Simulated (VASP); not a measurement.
# MgO (P6_3mc) in VASP: single point with LDA

Aim: the single point of MgO with LDA.

All numbers are computed with VASP 6.6.1; they aren't measurements. Logs are shortened: lines on timing, memory, paths and dates and some standing lists are left out, and cuts for length are marked.

## Step 1: The cell of the first run

Symmetry: P6_3mc, No. 186, hexagonal system. Conventional cell: a = 3.308 Å, b = 3.308 Å, c = 4.983 Å, α = 90.00°, β = 90.00°, γ = 120.00°. Mg (site symmetry 3m) has 4 O at 1.97 to 1.99 Å within 2.6 Å. O (site symmetry 3m) has 4 Mg at 1.97 to 1.99 Å within 2.6 Å.

## Step 2: Single point, LDA

INCAR

```
PREC     = Accurate       # precision mode
ENCUT    = 750            # plane-wave cutoff, eV
EDIFF    = 1E-6           # SCF threshold, eV
ISMEAR   = 0              # smearing method
SIGMA    = 0.01           # smearing width, eV
LREAL    = F              # projectors in reciprocal space
LASPH    = T              # aspherical terms in the spheres
NELM     = 120            # most SCF steps
ALGO     = Normal         # electronic algorithm
ISIF     = 2              # what is computed and relaxed
LWAVE    = F              # write WAVECAR
LCHARG   = T              # write CHGCAR
GGA      = CA             # functional
LELF     = T              # ELF
LVHAR    = T            
NBANDS   = 24             # bands
GGA_COMPAT= F
```

KPOINTS

```
regular mesh
0
Gamma
  6 6 4
```

POSCAR

```
MgO
1.0
    3.3077900000      0.0000000000      0.0000000000
   -1.6538900000      2.8646300000      0.0000000000
    0.0000000000      0.0000000000      4.9828800000
Mg O
2 2
Direct
    0.3333333333      0.6666666667      0.0021600000
    0.6666666667      0.3333333333      0.5021600000
    0.3333333333      0.6666666667      0.4024400000
    0.6666666667      0.3333333333      0.9024400000
```

Potentials or basis: VASP PAW LDA potentials, release 64 (Mg_sv, O).

Started as:

```bash
$ cat potpaw_LDA.64/Mg_sv/POTCAR potpaw_LDA.64/O/POTCAR > POTCAR
$ mpirun -np 1 vasp_std > vasp.out
```

OUTCAR:

```text
PREC = Accurate
   ENCUT = 750
   EDIFF = 1E-6
   ISMEAR = 0
   LREAL = F
   LASPH = T
   NELM = 120
   ISIF = 2
   GGA = CA

 ion  position               nearest neighbor table
   1  0.333  0.667  0.002-   4 1.97   4 1.97   4 1.97   3 1.99
   2  0.667  0.333  0.502-   3 1.97   3 1.97   3 1.97   4 1.99
   3  0.333  0.667  0.402-   2 1.97   2 1.97   2 1.97   1 1.99
   4  0.667  0.333  0.902-   1 1.97   1 1.97   1 1.97   2 1.99

  LATTYP: Found a hexagonal cell.
 ALAT       =     3.3077900000
 C/A-ratio  =     1.5064076014

  Lattice vectors:

 A1 = (   3.3077900000,   0.0000000000,   0.0000000000)
 A2 = (  -1.6538900000,   2.8646300000,   0.0000000000)
 A3 = (   0.0000000000,   0.0000000000,   4.9828800000)

Analysis of symmetry for initial positions (statically):
=====================================================================
 Subroutine PRICEL returns:
 Original cell was already a primitive cell.

 Routine SETGRP: Setting up the symmetry group for a
 hexagonal supercell.

 Subroutine GETGRP returns: Found 12 space group operations
 (whereof  6 operations were pure point group operations)
 out of a pool of 24 trial point group operations.

The static configuration has the point symmetry C_3v.
 The point group associated with its full space group is C_6v.

Analysis of symmetry for dynamics (positions and initial velocities):
=====================================================================
 Subroutine PRICEL returns:
 Original cell was already a primitive cell.

 Routine SETGRP: Setting up the symmetry group for a
 hexagonal supercell.

 Subroutine GETGRP returns: Found 12 space group operations
 (whereof  6 operations were pure point group operations)
 out of a pool of 24 trial point group operations.

The dynamic configuration has the point symmetry C_3v.
 The point group associated with its full space group is C_6v.

 Subroutine INISYM returns: Found 12 space group operations
 (whereof  6 operations are pure point group operations),
 and found     1 'primitive' translations

----------------------------------------------------------------------------------------

                                     Primitive cell

  volume of cell :      47.2158

  direct lattice vectors                    reciprocal lattice vectors
     3.307790000  0.000000000  0.000000000     0.302316653  0.174542083  0.000000000
    -1.653890000  2.864630000  0.000000000     0.000000000  0.349085222  0.000000000
     0.000000000  0.000000000  4.982880000     0.000000000  0.000000000  0.200687153

  length of vectors
     3.307790000  3.307787352  4.982880000     0.349084943  0.349085222  0.200687153

  position of ions in fractional coordinates (direct lattice)
     0.333333333  0.666666667  0.002160000
     0.666666667  0.333333333  0.502160000
     0.333333333  0.666666667  0.402440000
     0.666666667  0.333333333  0.902440000

  ion indices of the primitive-cell ions
   primitive index   ion index
                 1           1
                 2           2
                 3           3
                 4           4

----------------------------------------------------------------------------------------

 KPOINTS: regular mesh

Automatic generation of k-mesh.
 Grid dimensions read from file:
 generate k-points for:    6    6    4

 Generating k-lattice:

  Cartesian coordinates                     Fractional coordinates (reciprocal lattice)
     0.050386109  0.029090347  0.000000000     0.166666667  0.000000000  0.000000000
     0.000000000  0.058180870  0.000000000     0.000000000  0.166666667  0.000000000
     0.000000000  0.000000000  0.050171788     0.000000000  0.000000000  0.250000000

  Length of vectors
     0.058180824  0.058180870  0.050171788

  Shift w.r.t. Gamma in fractional coordinates (k-lattice)
     0.000000000  0.000000000  0.000000000

 Subroutine IBZKPT returns following result:
 ===========================================

 Found     21 irreducible k-points:

 Following reciprocal coordinates:
            Coordinates               Weight
  0.000000  0.000000  0.000000      1.000000
  0.166667  0.000000  0.000000      6.000000
  0.333333  0.000000  0.000000      6.000000
  0.500000  0.000000  0.000000      3.000000
  0.166667  0.166667  0.000000      6.000000
  0.333333  0.166667  0.000000     12.000000
[... 13 lines left out ...]
  0.333333  0.166667  0.500000     12.000000
  0.333333  0.333333  0.500000      2.000000
   k-points           NKPTS =     21   k-points in BZ     NKDIM =     21   number of bands    NBANDS=     24
   number of dos      NEDOS =    301   number of ions     NIONS =      4
   total plane-waves  NPLWV =  43200
   dimension x,y,z NGX =    30 NGY =   30 NGZ =   48
   dimension x,y,z NGXF=    60 NGYF=   60 NGZF=   96
   ions per type =               2   2
   NGX,Y,Z   is equivalent  to a cutoff of  15.08, 15.08, 16.01 a.u.
   NGXF,Y,Z  is equivalent  to a cutoff of  30.16, 30.16, 32.03 a.u.
 SYSTEM =  unknown system
   PREC   = accura    normal or accurate (medium, high low for compatibility)
   ISTART =      0    job   : 0-new  1-cont  2-samecut
   ICHARG =      2    charge: 1-file 2-atom 10-const
   ISPIN  =      1    spin polarized calculation?
   LNONCOLLINEAR =      F non collinear calculations
   LSORBIT =      F    spin-orbit coupling
   LASPH  =      T    aspherical Exc in radial PAW
   ENCUT  =  750.0 eV  55.12 Ry    7.42 a.u.   7.39  7.39 11.13*2*pi/ulx,y,z
   NELM   =    120;   NELMIN=  2; NELMDL= -5     # of ELM steps
   EDIFF  = 0.1E-05   stopping-criterion for ELM
   LREAL  =      F    real-space projection
   EDIFFG = 0.1E-04   stopping-criterion for IOM
   NSW    =      0    number of steps for IOM
   IBRION =     -1    ionic relax: 0-MD 1-quasi-New 2-CG
   NFREE  =      0    steps in history (QN), initial steepest desc. (CG)
   ISIF   =      2    stress and relaxation
   ISYM   =      2    0-nonsym 1-usesym 2-fastsym
   POTIM  = 0.5000    time-step for ionic-motion
   TEBEG  =    0.0;   TEEND  =   0.0 temperature during run
   PSTRESS=    0.0 pullay stress
   NELECT =      32.0000    total number of electrons
   NUPDOWN=      -1.0000    fix difference up-down
   EMIN   =  10.00;   EMAX   =-10.00  energy-range for DOS
   EFERMI =   0.00;   METHOD = LEGACY
   ISMEAR =     0;   SIGMA  =   0.01  broadening in eV -4-tet -1-fermi 0-gaus
   EFERMI_NEDOS =   21; number of points for ismear=-14 and -15
   IALGO  =     38    algorithm
   IMIX   =      4    mixing-type and parameters
     AMIX     =   0.40;   BMIX     =  1.00
     AMIX_MAG =   1.60;   BMIX_MAG =  1.00
  volume/ion in A,a.u.               =      11.80        79.66
  Fermi-wavevector in a.u.,A,eV,Ry     =   1.438012  2.717449 28.135197  2.067879
  Thomas-Fermi vector in A             =   2.557026
   LORBIT       =      0    0 simple, 1 ext, 2 COOP (PROOUT), +10 PAW based schemes
   GGA     = CA    functional components
   LHFCALC =     F    Hartree Fock is set to
   AEXX    =    0.0000 exact exchange contribution
   IVDW    =     0    specifies the selected vdW correction
   LEPSILON=     F    determine dielectric tensor
   LRPA    =     F    only Hartree local field effects (RPA)
 non-spin polarized calculation
 Gauss-broadening in eV      SIGMA  =   0.01
  energy-cutoff  :      750.00
  volume of cell :       47.22
 maximum number of plane-waves:      2225
 NGX is ok and might be reduce to    30
   NGX = 15   NGY = 15   NGZ = 23

 number of electron      32.0000025 magnetization

 Free energy of the ion-electron system (eV)
  ---------------------------------------------------
  ext. energy  EPLUGINS =         0.00000000
  ---------------------------------------------------
  free energy    TOTEN  =       -25.89365629 eV

  energy without entropy =      -25.89365629  energy(sigma->0) =      -25.89365629

 E-fermi :   0.7676     XC(G=0): -10.5387

 val. band max:        0.5819581892   @ k =   0.0000   0.0000   0.0000
 cond. band min:       3.9509811530   @ k =   0.0000   0.0000   0.0000
 fundamental gap:      3.3690229638
 Fermi energy:         0.7675511901

 k-point     1 :       0.0000    0.0000    0.0000
  band No.  band energies     occupation
      1     -70.3153      2.00000
      2     -70.3106      2.00000
      3     -37.8609      2.00000
      4     -37.8093      2.00000
      5     -37.8058      2.00000
      6     -37.8057      2.00000
[... 16 lines left out ...]
     23      16.7246      0.00000
     24      16.7246      0.00000

 k-point     2 :       0.1667    0.0000    0.0000
  band No.  band energies     occupation
      1     -70.3146      2.00000
      2     -70.3104      2.00000
      3     -37.8572      2.00000
      4     -37.8122      2.00000
      5     -37.8118      2.00000
      6     -37.8080      2.00000
[... 16 lines left out ...]
     23      15.8418      0.00000
     24      16.1406      0.00000

 k-point     3 :       0.3333    0.0000    0.0000
  band No.  band energies     occupation
      1     -70.3129      2.00000
      2     -70.3103      2.00000
      3     -37.8485      2.00000
      4     -37.8252      2.00000
      5     -37.8204      2.00000
      6     -37.8158      2.00000
[... 16 lines left out ...]
     23      14.7099      0.00000
     24      15.8822      0.00000

 k-point     4 :       0.5000    0.0000    0.0000
  band No.  band energies     occupation
      1     -70.3120      2.00000
      2     -70.3103      2.00000
      3     -37.8426      2.00000
      4     -37.8309      2.00000
      5     -37.8280      2.00000
      6     -37.8208      2.00000
[... 16 lines left out ...]
     23      14.4044      0.00000
     24      16.2423      0.00000

 k-point     5 :       0.1667    0.1667    0.0000
  band No.  band energies     occupation
      1     -70.3134      2.00000
      2     -70.3103      2.00000
      3     -37.8508      2.00000
      4     -37.8198      2.00000
      5     -37.8179      2.00000
      6     -37.8153      2.00000
[... 16 lines left out ...]
     23      14.7641      0.00000
     24      16.1191      0.00000

 k-point     6 :       0.3333    0.1667    0.0000
  band No.  band energies     occupation
      1     -70.3119      2.00000
      2     -70.3104      2.00000
      3     -37.8420      2.00000
      4     -37.8282      2.00000
      5     -37.8260      2.00000
      6     -37.8208      2.00000
[... 16 lines left out ...]
     23      14.2375      0.00000
     24      16.2206      0.00000
[... 298 lines left out ...]
 k-point    18 :       0.5000    0.0000    0.5000
  band No.  band energies     occupation
      1     -70.3111      2.00000
      2     -70.3111      2.00000
      3     -37.8475      2.00000
      4     -37.8475      2.00000
      5     -37.8138      2.00000
      6     -37.8138      2.00000
[... 16 lines left out ...]
     23      15.4124      0.00000
     24      15.4124      0.00000

 k-point    19 :       0.1667    0.1667    0.5000
  band No.  band energies     occupation
      1     -70.3119      2.00000
      2     -70.3119      2.00000
      3     -37.8409      2.00000
      4     -37.8409      2.00000
      5     -37.8105      2.00000
      6     -37.8105      2.00000
[... 16 lines left out ...]
     23      15.4883      0.00000
     24      15.4883      0.00000

 k-point    20 :       0.3333    0.1667    0.5000
  band No.  band energies     occupation
      1     -70.3112      2.00000
      2     -70.3112      2.00000
      3     -37.8458      2.00000
      4     -37.8458      2.00000
      5     -37.8141      2.00000
      6     -37.8141      2.00000
[... 16 lines left out ...]
     23      15.7940      0.00000
     24      15.7940      0.00000

 k-point    21 :       0.3333    0.3333    0.5000
  band No.  band energies     occupation
      1     -70.3110      2.00000
      2     -70.3110      2.00000
      3     -37.8462      2.00000
      4     -37.8462      2.00000
      5     -37.8164      2.00000
      6     -37.8164      2.00000
[... 16 lines left out ...]
     23      16.2911      0.00000
     24      16.2911      0.00000

------------------------ aborting loop because EDIFF is reached ----------------------------------------

  FORCE on cell =-STRESS in cart. coord.  units (eV):
  Direction    XX          YY          ZZ          XY          YZ          ZX
  --------------------------------------------------------------------------------------
  -------------------------------------------------------------------------------------
  Total       -1.2934051     -1.2934050     -1.1956874     -0.0000023      0.0000000      0.0000000
  in kB      -43.8892601    -43.8892549    -40.5733950     -0.0000766      0.0000000      0.0000000
  external PRESSURE =     -42.7839700 kB  Pullay stress =       0.0000000 kB

 VOLUME and BASIS-vectors are now :
 -----------------------------------------------------------------------------
  energy-cutoff  :      750.00
  volume of cell :       47.22
      direct lattice vectors                 reciprocal lattice vectors
     3.307790000  0.000000000  0.000000000     0.302316653  0.174542083  0.000000000
    -1.653890000  2.864630000  0.000000000     0.000000000  0.349085222  0.000000000
     0.000000000  0.000000000  4.982880000     0.000000000  0.000000000  0.200687153

 POSITION                                       TOTAL-FORCE (eV/Angst)
 -----------------------------------------------------------------------------------
      0.00000      1.90975      0.01076         0.000000      0.000000      0.033390
      1.65390      0.95488      2.50220        -0.000000     -0.000000      0.033390
      0.00000      1.90975      2.00531         0.000000     -0.000000     -0.033390
      1.65390      0.95488      4.49675        -0.000000      0.000000     -0.033390
 -----------------------------------------------------------------------------------
    total drift:                               -0.000001      0.000000      0.002478

  FREE ENERGIE OF THE ION-ELECTRON SYSTEM (eV)
  ---------------------------------------------------
  free  energy   TOTEN  =       -25.8936562915 eV

  energy  without entropy=      -25.8936562915  energy(sigma->0) =      -25.89365629
```

Wall time 34 s (1 thread of AMD EPYC 7R43 (Zen 3), shared host); peak memory 0.15 GiB.

What came out:

```yaml
Free_energy: -25.8937 eV
Pressure: -4.3 GPa
Largest_force: 0.033 eV/Å
Band_gap_on_the_k_mesh: 3.37 eV
```

Forces in eV/Å, atoms in the order of the input:
```
Mg   0.000  0.000  0.033
Mg   0.000  0.000  0.033
O    0.000  0.000 -0.033
O    0.000  0.000 -0.033
```

Caveat: the cell stands under tension.
